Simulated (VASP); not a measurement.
# Zr3S2 (I-4m2) in VASP: notebook, part 2 of 2

VASP 6.6.1. The steps go on from the part before.

### 5 Single point, PBE, collinear spin

The input, INCAR:

```
  PREC = Accurate
  ENCUT = 520
  EDIFF = 1E-7
  ISMEAR = 0
  SIGMA = 0.1
  LREAL = F
  LASPH = T
  NELM = 150
  ALGO = Normal
  ISIF = 2
  LWAVE = F
  LCHARG = F
  ISPIN = 2
  MAGMOM = 1 1 1 0 0
  LORBIT = 11
  LMAXMIX = 4
  GGA = PE
  NBANDS = 36
```

The input, KPOINTS:

```
regular mesh
0
Gamma
  6 6 6
```

The input, POSCAR:

```
Zr3S2
1.0
   -1.7706136478      1.7706136478      8.6643693547
    1.7706136478     -1.7706136478      8.6643693547
    1.7706136478      1.7706136478     -8.6643693547
Zr S
3 2
Direct
    0.6433249261      0.6433249261      0.0000000000
    0.3566750739      0.3566750739      0.0000000000
    0.0000000000      0.0000000000      0.0000000000
    0.7500000000      0.2500000000      0.5000000000
    0.5000000000      0.5000000000      0.0000000000
```

Potentials or basis: VASP PAW PBE potentials, release 64 (Zr_sv, S).

Launch:

```console
> cat potpaw_PBE.64/Zr_sv/POTCAR potpaw_PBE.64/S/POTCAR > POTCAR
> mpirun -np 1 vasp_std > vasp.out
```

OUTCAR:

```text
PREC = Accurate
   ENCUT = 520
   EDIFF = 1E-7
   ISMEAR = 0
   LREAL = F
   LASPH = T
   NELM = 150
   ISIF = 2
   ISPIN = 2
   LORBIT = 11
   GGA = PE

 ion  position               nearest neighbor table
   1  0.643  0.643  0.000-   5 2.48   4 2.56   4 2.56   3 3.53   3 3.53   3 3.53   3 3.53
   2  0.357  0.357  0.000-   5 2.48   4 2.56   4 2.56   3 3.53   3 3.53   3 3.53   3 3.53
   3  0.000  0.000  0.000-   5 2.50   5 2.50   5 2.50   5 2.50   1 3.53   1 3.53   2 3.53   1 3.53
                             2 3.53   1 3.53   2 3.53   2 3.53
   4  0.750  0.250  0.500-   2 2.56   1 2.56   2 2.56   1 2.56
   5  0.500  0.500  0.000-   1 2.48   2 2.48   3 2.50   3 2.50   3 2.50   3 2.50

  LATTYP: Found a body centered tetragonal cell.
 ALAT       =     3.5412272956
 C/A-ratio  =     4.8934274089

  Lattice vectors:

 A1 = (  -1.7706136478,   1.7706136478,   8.6643693547)
 A2 = (   1.7706136478,  -1.7706136478,   8.6643693547)
 A3 = (   1.7706136478,   1.7706136478,  -8.6643693547)

Analysis of symmetry for initial positions (statically):
=====================================================================
 Subroutine PRICEL returns:
 Original cell was already a primitive cell.

 Routine SETGRP: Setting up the symmetry group for a
 body centered tetragonal supercell.

 Subroutine GETGRP returns: Found  8 space group operations
 (whereof  8 operations were pure point group operations)
 out of a pool of 16 trial point group operations.

The static configuration has the point symmetry D_2d.

Analysis of symmetry for dynamics (positions and initial velocities):
=====================================================================
 Subroutine PRICEL returns:
 Original cell was already a primitive cell.

 Routine SETGRP: Setting up the symmetry group for a
 body centered tetragonal supercell.

 Subroutine GETGRP returns: Found  8 space group operations
 (whereof  8 operations were pure point group operations)
 out of a pool of 16 trial point group operations.

The dynamic configuration has the point symmetry D_2d.

[... 171 lines left out ...]
 fundamental gap:      0.0775173063
 Fermi energy:         8.1652200658

 spin component 1

 k-point     1 :       0.0000    0.0000    0.0000
  band No.  band energies     occupation
      1     -41.2178      1.00000
      2     -41.2098      1.00000
      3     -41.1354      1.00000
      4     -19.4292      1.00000
      5     -19.4054      1.00000
      6     -19.3051      1.00000
[... 925 lines left out ...]
     35      12.1873      0.00000
     36      12.4400      0.00000

 [... further k-points ...]

 spin component 2

 k-point     1 :       0.0000    0.0000    0.0000
  band No.  band energies     occupation
      1     -41.2178      1.00000
      2     -41.2098      1.00000
      3     -41.1354      1.00000
      4     -19.4291      1.00000
      5     -19.4054      1.00000
      6     -19.3051      1.00000
[... 925 lines left out ...]
     35      12.1873      0.00000
     36      12.4400      0.00000

 [... further k-points ...]

------------------------ aborting loop because EDIFF is reached ----------------------------------------

  FORCE on cell =-STRESS in cart. coord.  units (eV):
  Direction    XX          YY          ZZ          XY          YZ          ZX
  --------------------------------------------------------------------------------------
  -------------------------------------------------------------------------------------
  Total        0.0212280      0.0212280      0.0972501      0.0000000      0.0000000      0.0000000
  in kB        0.3130221      0.3130221      1.4340234      0.0000000      0.0000000      0.0000000
  external PRESSURE =       0.6866892 kB  Pullay stress =       0.0000000 kB

 VOLUME and BASIS-vectors are now :
 -----------------------------------------------------------------------------
  energy-cutoff  :      520.00
  volume of cell :      108.65
      direct lattice vectors                 reciprocal lattice vectors
    -1.770613648  1.770613648  8.664369355     0.000000000  0.282387974  0.057707605
     1.770613648 -1.770613648  8.664369355     0.282387974  0.000000000  0.057707605
     1.770613648  1.770613648 -8.664369355     0.282387974  0.282387974  0.000000000

 POSITION                                       TOTAL-FORCE (eV/Angst)
 -----------------------------------------------------------------------------------
      0.00000      0.00000     11.14801         0.000000      0.000000      0.036058
      0.00000      0.00000      6.18073         0.000000      0.000000     -0.036058
      0.00000      0.00000      0.00000        -0.000000     -0.000000     -0.000000
      0.00000      1.77061      4.33218        -0.000000     -0.000000     -0.000000
      0.00000      0.00000      8.66437        -0.000000     -0.000000     -0.000000
 -----------------------------------------------------------------------------------
    total drift:                               -0.000000      0.000000     -0.000000

  FREE ENERGIE OF THE ION-ELECTRON SYSTEM (eV)
  ---------------------------------------------------
  free  energy   TOTEN  =       -38.8109691307 eV

  energy  without entropy=      -38.7968842007  energy(sigma->0) =      -38.80392667

 total charge

# of ion       s       p       d       tot
------------------------------------------
    1        2.160   5.969   1.593   9.723
    2        2.160   5.969   1.593   9.723
    3        2.151   5.990   1.685   9.826
    4        1.325   2.458   0.000   3.784
    5        1.317   2.527   0.000   3.844
--------------------------------------------------
tot          9.115  22.913   4.871  36.899

 magnetization (x)

# of ion       s       p       d       tot
------------------------------------------
    1        0.000   0.000   0.000   0.000
    2        0.000   0.000   0.000   0.000
    3       -0.000  -0.000  -0.000  -0.000
    4       -0.000  -0.000   0.000  -0.000
    5       -0.000  -0.000   0.000  -0.000
--------------------------------------------------
tot          0.000  -0.000   0.000   0.000
```

OSZICAR:

```text
N       E                     dE             d eps       ncg     rms          rms(c)
DAV:   1     0.436734690696E+03    0.43673E+03   -0.24301E+04  4320   0.127E+03
DAV:   2    -0.659509259903E+01   -0.44333E+03   -0.42394E+03  5012   0.364E+02
DAV:   3    -0.385478058098E+02   -0.31953E+02   -0.31310E+02  6544   0.796E+01
DAV:   4    -0.410693268569E+02   -0.25215E+01   -0.25056E+01  6504   0.191E+01
DAV:   5    -0.411565377036E+02   -0.87211E-01   -0.87184E-01  6024   0.340E+00    0.249E+01
DAV:   6    -0.387821696016E+02    0.23744E+01   -0.68270E+00  5116   0.125E+01    0.110E+01
DAV:   7    -0.388589401005E+02   -0.76770E-01   -0.18225E+00  6428   0.641E+00    0.625E+00
DAV:   8    -0.388032766700E+02    0.55663E-01   -0.27484E-01  5624   0.294E+00    0.262E+00
DAV:   9    -0.388063354630E+02   -0.30588E-02   -0.63345E-02  5384   0.145E+00    0.612E-01
DAV:  10    -0.388101488141E+02   -0.38134E-02   -0.91709E-03  5780   0.612E-01    0.372E-01
DAV:  11    -0.388104594086E+02   -0.31059E-03   -0.10307E-03  5844   0.237E-01    0.176E-01
DAV:  12    -0.388108820618E+02   -0.42265E-03   -0.72481E-04  5140   0.139E-01    0.582E-02
DAV:  13    -0.388109647154E+02   -0.82654E-04   -0.18915E-04  5740   0.680E-02    0.240E-02
DAV:  14    -0.388109686027E+02   -0.38872E-05   -0.15066E-05  6144   0.171E-02    0.176E-02
DAV:  15    -0.388109685970E+02    0.56707E-08   -0.31682E-06  5924   0.886E-03    0.517E-03
DAV:  16    -0.388109689626E+02   -0.36560E-06   -0.90794E-07  5368   0.379E-03    0.171E-03
DAV:  17    -0.388109690781E+02   -0.11551E-06   -0.12587E-07  4156   0.152E-03    0.121E-03
DAV:  18    -0.388109691307E+02   -0.52579E-07   -0.22201E-08  2856   0.740E-04
   1 F= -.38810969E+02 E0= -.38803927E+02  d E =-.140849E-01  mag=     0.0001
```

It took 25 min on 1 thread of Intel Xeon 6975P-C (Granite Rapids), shared host; peak memory 0.95 GiB.

What came out:

```
Free energy                                           : -38.8110 eV
Pressure                                              : 0.1 GPa
Largest force                                         : 0.036 eV/Å
Band gap on the k mesh                                : zero (filled and empty bands overlap)
Net moment                                            : 0.00 μB per cell
Valence electrons inside the program's atomic spheres : Zr 9.72, 9.83 (each value once); S 3.78, 3.84
```

Forces on the atoms (eV/Å):
```
Zr   0.000  0.000  0.036
Zr   0.000  0.000 -0.036
Zr   0.000  0.000  0.000
S    0.000  0.000  0.000
S    0.000  0.000  0.000
```

### 6 Overview

```csv
task,spin,cell,k mesh,cutoff (eV),gap on the mesh (eV),pressure (GPa),relaxed volume (Å³/atom),largest force (eV/Å)
single point,off,"a = 9.019 Å, angles 157.4, 157.4, 32.2°, 5 atoms, atomic positions A",6 × 6 × 6,520,none,0.1,-,0.04
relaxation of cell and atoms,off,"relaxed from a = 5.543 Å, angles 122.7, 122.7, 85.4°, 5 atoms, atomic positions B",4 × 4 × 4,600,none,-0.2,24.62,0.02
relaxation of cell and atoms,off,"relaxed from a = 9.008 Å, angles 157.3, 157.3, 32.3°, 5 atoms, atomic positions C",6 × 6 × 6,600,none,-0.1,21.79,0.02
single point,collinear,"a = 9.019 Å, angles 157.4, 157.4, 32.2°, 5 atoms, atomic positions A",6 × 6 × 6,520,none,0.1,-,0.04
```

Alike in all rows: level PBE; potentials or basis VASP PAW PBE potentials, release 64 (Zr_sv, S); smearing gaussian 0.1 eV.

Caveats: a cell axis changed by over 15 % at a fixed basis, so the end point is rough (at least some runs).

Total energies depend on the potentials used, so only differences within one code and one set of settings carry meaning.
